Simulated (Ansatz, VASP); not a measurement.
## Two plane-wave programs on Al2Cu

Contents of INCAR:

```
SYSTEM = Al2Cu
ALGO = Fast
EDIFF = 1E-6
ENCUT = 520
ISIF = 2
ISMEAR = 0
LASPH = .TRUE.
LCHARG = .TRUE.
LELF = .TRUE.
LREAL = .FALSE.
LVHAR = .TRUE.
LWAVE = .FALSE.
NBANDS = 16
NELM = 100
PREC = Accurate
SIGMA = 0.15
```

File KPOINTS:

```
k-points
0
G
  10 10 14
  0 0 0
```

Contents of POSCAR:

```
Al2Cu
1.0
    4.3252000000      0.0000000000      0.0000000000
    0.0000000000      4.3252000000      0.0000000000
    0.0000000000      0.0000000000      2.8213781230
Al Cu
2 1
Direct
    0.5000000000      0.0000000000      0.5000000000
    0.0000000000      0.5000000000      0.5000000000
    0.0000000000      0.0000000000      0.0000000000
```

Input for Ansatz:

```yaml
crystal:
  lattice:
    - [4.3252, 0.0, 0.0]
    - [0.0, 4.3252, 0.0]
    - [0.0, 0.0, 2.821378123]
  atoms:
    - { symbol: Al, position: [0.5, 0.0, 0.5] }
    - { symbol: Al, position: [0.0, 0.5, 0.5] }
    - { symbol: Cu, position: [0.0, 0.0, 0.0] }
basis:
  ecutwfc: 520.0
kpoints:
  mp_grid: { grid: [10, 10, 14] }
hamiltonian:
  xc: lda
  pseudopotentials: { kind: paw, azcp: { folder: soft_1 } }
scf:
  occupations: { method: gaussian, width: 0.15 }
output:
  forces: true
  stress: true
  eigenvalues: true
```

Alike in both runs: task single point; functional LDA; k mesh 10 × 10 × 14; occupations gaussian, width 0.15 eV; no spin polarisation.

|  | VASP | Ansatz |
| --- | --- | --- |
| version | VASP 6.6.1 | Ansatz 0.2.0 |
| potentials or method | VASP PAW LDA potentials, release 64 (Al, Cu), cutoff 520 eV | scalar-relativistic, plane waves, PAW |
| valence electrons in the cell | 17 | 25 |

VASP gave:

| Quantity | Value |
| --- | --- |
| gap on the k mesh at the Fermi level (eV) | none |
| pressure (GPa) | -9.5 |
| traceless stress, the component that is largest in VASP (GPa) | 1.36 |

Task: Estimate Ansatz's values.

Result: gap on the k mesh at the Fermi level (eV): none; pressure (GPa): -9.8; traceless stress, the component that is largest in VASP (GPa): 1.41.

Ansatz warns that its potentials were made for another functional, while VASP's fit it. LDA's correlation is that of Perdew and Zunger in VASP and of Perdew and Wang (1992) in Ansatz. A gap of «none» marks a metal or a gap that the smearing closes. VASP's potentials hold 17 valence electrons a cell and Ansatz's 25, so a difference there can come from the potentials and not from the codes.
